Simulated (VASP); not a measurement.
# Ti3Al (P-6m2) in VASP: further runs

Runs on Ti3Al. Level: LDA. Tasks: single point.

Everything below comes from runs of VASP 6.6.1. Logs are shortened: lines on timing, memory, paths and dates and some standing lists are left out, and cuts for length are marked.

## Step 1: The cell of the first run

Symmetry: P-6m2, No. 187, hexagonal system. The conventional cell has a = 2.772 Å, b = 2.772 Å, c = 8.771 Å, α = 90.00°, β = 90.00°, γ = 120.00°. Within 3.6 Å of Ti (site symmetry -6m2) lie 12 Ti at 2.70 to 2.77 Å. Ti (site symmetry 3m) has 9 Ti at 2.70 to 2.77 Å and 3 Al at 2.73 Å within 3.6 Å. Al (site symmetry -6m2) has 6 Ti at 2.73 Å and 6 Al at 2.77 Å within 3.6 Å.

## Step 2: Single point, LDA, collinear spin (14.60 Å³/atom)

INCAR

```
SYSTEM = Ti3Al
ALGO = Normal
EDIFF = 1E-6
ENCUT = 520
GGA = CA
ISIF = 2
ISMEAR = 0
ISPIN = 2
LASPH = .TRUE.
LCHARG = .FALSE.
LMAXMIX = 4
LORBIT = 11
LREAL = .FALSE.
LWAVE = .FALSE.
MAGMOM = 0.833 0.833 0.833 0
NBANDS = 32
NELM = 150
NUPDOWN = 2.5
PREC = Accurate
SIGMA = 0.15
```

KPOINTS

```
k-points
0
G
  18 18 6
  0 0 0
```

POSCAR

```
Ti3Al
1.0
    2.7723817465      0.0000000000      0.0000000000
   -1.3861908733      2.4009530215      0.0000000000
    0.0000000000      0.0000000000      8.7711624128
Ti Al
3 1
Direct
    0.6666666667      0.3333333333      0.0000000000
    0.3333333333      0.6666666667      0.7515223655
    0.3333333333      0.6666666667      0.2484776345
    0.6666666667      0.3333333333      0.5000000000
```

Potentials or basis: VASP PAW LDA potentials, release 64 (Ti_sv, Al).

Run with:

```
> cat potpaw_LDA.64/Ti_sv/POTCAR potpaw_LDA.64/Al/POTCAR > POTCAR
> mpirun -np 1 vasp_std > vasp.out
```

OUTCAR:

```text
SYSTEM = Ti3Al
   EDIFF = 1E-6
   ENCUT = 520
   GGA = CA
   ISIF = 2
   ISMEAR = 0
   ISPIN = 2
   LASPH = .TRUE.
   LORBIT = 11
   LREAL = .FALSE.
   NELM = 150
   NUPDOWN = 2.5
   PREC = Accurate

 ion  position               nearest neighbor table
   1  0.667  0.333  0.000-   2 2.70   3 2.70   2 2.70   3 2.70   2 2.70   3 2.70
   2  0.333  0.667  0.752-   1 2.70   1 2.70   1 2.70   4 2.73   4 2.73   4 2.73
   3  0.333  0.667  0.248-   1 2.70   1 2.70   1 2.70   4 2.73   4 2.73   4 2.73
   4  0.667  0.333  0.500-   2 2.73   3 2.73   2 2.73   3 2.73   2 2.73   3 2.73

  LATTYP: Found a hexagonal cell.
 ALAT       =     2.7723817465
 C/A-ratio  =     3.1637643062

  Lattice vectors:

 A1 = (   2.7723817465,   0.0000000000,   0.0000000000)
 A2 = (  -1.3861908733,   2.4009530215,   0.0000000000)
 A3 = (   0.0000000000,   0.0000000000,   8.7711624128)

Analysis of symmetry for initial positions (statically):
=====================================================================
 Subroutine PRICEL returns:
 Original cell was already a primitive cell.

 Routine SETGRP: Setting up the symmetry group for a
 hexagonal supercell.

 Subroutine GETGRP returns: Found 12 space group operations
 (whereof 12 operations were pure point group operations)
 out of a pool of 24 trial point group operations.

The static configuration has the point symmetry D_3h.

Analysis of symmetry for dynamics (positions and initial velocities):
=====================================================================
 Subroutine PRICEL returns:
 Original cell was already a primitive cell.

 Routine SETGRP: Setting up the symmetry group for a
 hexagonal supercell.

 Subroutine GETGRP returns: Found 12 space group operations
 (whereof 12 operations were pure point group operations)
 out of a pool of 24 trial point group operations.

The dynamic configuration has the point symmetry D_3h.

Analysis of structural, dynamic, and magnetic symmetry:
=====================================================================
 Subroutine PRICEL returns:
 Original cell was already a primitive cell.

 Routine SETGRP: Setting up the symmetry group for a
 hexagonal supercell.

 Subroutine GETGRP returns: Found 12 space group operations
 (whereof 12 operations were pure point group operations)
 out of a pool of 24 trial point group operations.

The overall configuration has the point symmetry D_3h.

 Subroutine INISYM returns: Found 12 space group operations
 (whereof 12 operations are pure point group operations),
 and found     1 'primitive' translations
[... 127 lines left out ...]
   IVDW    =     0    specifies the selected vdW correction
   LEPSILON=     F    determine dielectric tensor
   LRPA    =     F    only Hartree local field effects (RPA)
 spin polarized calculation
 Gauss-broadening in eV      SIGMA  =   0.15
  energy-cutoff  :      520.00
  volume of cell :       58.38
 maximum number of plane-waves:      1592
 NGX is ok and might be reduce to    24
   NGX = 11   NGY = 11   NGZ = 33

 number of electron      38.9999991 magnetization       2.4999996

 Free energy of the ion-electron system (eV)
  ---------------------------------------------------
  ext. energy  EPLUGINS =         0.00000000
  ---------------------------------------------------
  free energy    TOTEN  =       -29.65789040 eV

  energy without entropy =      -29.60681516  energy(sigma->0) =      -29.63235278

 E-fermi :   9.2032     XC(G=0): -12.1752

 val. band max:        9.9549363095   @ k =   0.2222   0.0000   0.0000
 cond. band min:       9.2085545593   @ k =   0.1667   0.1111   0.5000
 fundamental gap:     -0.7463817501
 Fermi energy:         9.9560674131

 spin component 1

 k-point     1 :       0.0000    0.0000    0.0000
  band No.  band energies     occupation
      1     -46.3692      1.00000
      2     -46.2814      1.00000
      3     -46.1527      1.00000
      4     -23.4275      1.00000
      5     -23.0146      1.00000
      6     -22.5182      1.00000
[... 805 lines left out ...]
     30      14.2926      0.00000
     31      14.9358      0.00000

 [... further k-points ...]

 spin component 2

 k-point     1 :       0.0000    0.0000    0.0000
  band No.  band energies     occupation
      1     -45.9182      1.00000
      2     -45.8003      1.00000
      3     -45.7047      1.00000
      4     -22.9764      1.00000
      5     -22.5385      1.00000
      6     -22.0699      1.00000
[... 805 lines left out ...]
     30      14.7766      0.00000
     31      15.3835      0.00000

 [... further k-points ...]

 [bands above 31 left out]

------------------------ aborting loop because EDIFF is reached ----------------------------------------

  FORCE on cell =-STRESS in cart. coord.  units (eV):
  Direction    XX          YY          ZZ          XY          YZ          ZX
  --------------------------------------------------------------------------------------
  -------------------------------------------------------------------------------------
  Total        4.6155424      4.6155424      6.7495883     -0.0000000      0.0000000      0.0000000
  in kB      126.6599996    126.6599996    185.2226194     -0.0000000      0.0000000      0.0000000
  external PRESSURE =     146.1808729 kB  Pullay stress =       0.0000000 kB

 VOLUME and BASIS-vectors are now :
 -----------------------------------------------------------------------------
  energy-cutoff  :      520.00
  volume of cell :       58.38
      direct lattice vectors                 reciprocal lattice vectors
     2.772381746  0.000000000  0.000000000     0.360700687  0.208250639  0.000000000
    -1.386190873  2.400953021  0.000000000     0.000000000  0.416501277  0.000000000
     0.000000000  0.000000000  8.771162413     0.000000000  0.000000000  0.114009974

 POSITION                                       TOTAL-FORCE (eV/Angst)
 -----------------------------------------------------------------------------------
      1.38619      0.80032      0.00000        -0.000000     -0.000000      0.000000
     -0.00000      1.60064      6.59172        -0.000000      0.000000     -0.330310
     -0.00000      1.60064      2.17944        -0.000000      0.000000      0.330310
      1.38619      0.80032      4.38558         0.000000     -0.000000      0.000000
 -----------------------------------------------------------------------------------
    total drift:                                0.000000     -0.000000      0.000000

  FREE ENERGIE OF THE ION-ELECTRON SYSTEM (eV)
  ---------------------------------------------------
  free  energy   TOTEN  =       -29.6578904041 eV

  energy  without entropy=      -29.6068151577  energy(sigma->0) =      -29.63235278

 total charge

# of ion       s       p       d       tot
------------------------------------------
    1        2.294   6.150   2.090  10.534
    2        2.269   6.159   2.062  10.489
    3        2.269   6.159   2.062  10.489
    4        0.451   0.426   0.000   0.877
--------------------------------------------------
tot          7.282  18.893   6.214  32.389

 magnetization (x)

# of ion       s       p       d       tot
------------------------------------------
    1        0.004   0.060   0.458   0.522
    2        0.009   0.052   0.535   0.596
    3        0.009   0.052   0.535   0.596
    4        0.007   0.034   0.000   0.041
--------------------------------------------------
tot          0.030   0.198   1.527   1.755
```

stdout:

```text
POSCAR found type information on POSCAR TiAl
 POSCAR found :  2 types and       4 ions
 scaLAPACK will be used
 LDA part: xc-table for (Slater(with rela. corr.)+CA(PZ))
 , standard interpolation
 POSCAR, INCAR and KPOINTS ok, starting setup
 FFT: planning ... GRIDC
 FFT: planning ... GRID_SOFT
 FFT: planning ... GRID
 WAVECAR not read
 entering main loop
```

Run time: 5.6 min. Hardware: 1 thread of AMD EPYC 9R45 (Zen 5), shared host; peak memory 0.43 GiB.

Results:

```yaml
Free_energy: -29.6579 eV
Pressure: 14.6 GPa
Largest_force: 0.330 eV/Å
Net_moment: 2.50 μB per cell
Site_moments: Ti +0.52, +0.60 (each value once); Al +0.04 μB
Valence_electrons_inside_the_program's_atomic_spheres: Ti 10.53, 10.49 (each value once); Al 0.88
```

Forces on the atoms (eV/Å):
```
Ti   0.000  0.000  0.000
Ti   0.000  0.000 -0.330
Ti   0.000  0.000  0.330
Al   0.000  0.000  0.000
```

Caveat: the cell stands under pressure; the total moment is fixed, so each spin has its own Fermi level.

## Step 3: Single point, LDA (13.15 Å³/atom)

This run uses another cell than the first one, of 13.15 Å³/atom.

INCAR

```
ALGO     = Fast           # electronic algorithm
EDIFF    = 1E-7           # SCF threshold, eV
ENCUT    = 520            # plane-wave cutoff, eV
ISIF     = 2              # what is computed and relaxed
ISMEAR   = 0              # smearing method
LASPH    = True           # aspherical terms in the spheres
LCHARG   = False          # write CHGCAR
LREAL    = False          # projectors in reciprocal space
LWAVE    = False          # write WAVECAR
NBANDS   = 28             # bands
NELM     = 80             # most SCF steps
PREC     = Accurate       # precision mode
SIGMA    = 0.15           # smearing width, eV
```

KPOINTS

```
k-points
0
Gamma
  18 18 6
```

POSCAR

```
Ti3Al
1.0
    2.6778321574      0.0000000000      0.0000000000
   -1.3389160787      2.3190706754      0.0000000000
    0.0000000000      0.0000000000      8.4720297974
Ti Al
3 1
Direct
    0.6666666667      0.3333333333      0.0000000000
    0.3333333333      0.6666666667      0.7515223655
    0.3333333333      0.6666666667      0.2484776345
    0.6666666667      0.3333333333      0.5000000000
```

Potentials or basis: VASP PAW LDA potentials, release 64 (Ti_sv, Al).

Run with:

```
> cat potpaw_LDA.64/Ti_sv/POTCAR potpaw_LDA.64/Al/POTCAR > POTCAR
> mpirun -np 1 vasp_std > vasp.out
```

Wall time 7.3 min (1 thread of Intel Xeon 6975P-C (Granite Rapids), shared host); peak memory 0.27 GiB.

The run converged. Its results:

| Item | Value |
| --- | --- |
| Free energy | -29.3125 eV |
| Pressure | 33.6 GPa |
| Largest force | 0.145 eV/Å |
| Band gap on the k mesh | zero (an odd number of electrons rules out a gap without spin polarisation) |

Forces on the atoms (eV/Å):
```
Ti   0.000  0.000  0.000
Ti   0.000  0.000 -0.145
Ti   0.000  0.000  0.145
Al   0.000  0.000  0.000
```

Stress tensor (GPa, compression positive):
```
31.91  0.00  0.00
 0.00 31.91  0.00
 0.00  0.00 36.91
```

Levels at points of the mesh, in eV from the Fermi level:
| k point | band 15 | band 16 | band 17 | band 18 | band 19 | band 20 | band 21 | band 22 | band 23 | band 24 |
| --- | --- | --- | --- | --- | --- | --- | --- | --- | --- | --- |
| (0.00, 0.00, 0.00) | -5.12 | -3.08 | -0.91 | 0.86 | 0.89 | 0.89 | 1.04 | 1.04 | 1.18 | 1.48 |
| (0.50, 0.00, 0.00) | -3.19 | -2.72 | -1.90 | -1.78 | -0.83 | -0.11 | 1.00 | 1.60 | 1.75 | 2.23 |
| (0.00, 0.00, 0.50) | -3.71 | -3.24 | -1.26 | 0.89 | 0.89 | 0.89 | 0.93 | 1.03 | 1.03 | 1.50 |
| (0.50, 0.00, 0.50) | -3.13 | -2.62 | -1.87 | -1.66 | -1.36 | 0.53 | 0.95 | 1.35 | 1.43 | 2.37 |

Caveat: the cell stands under pressure.
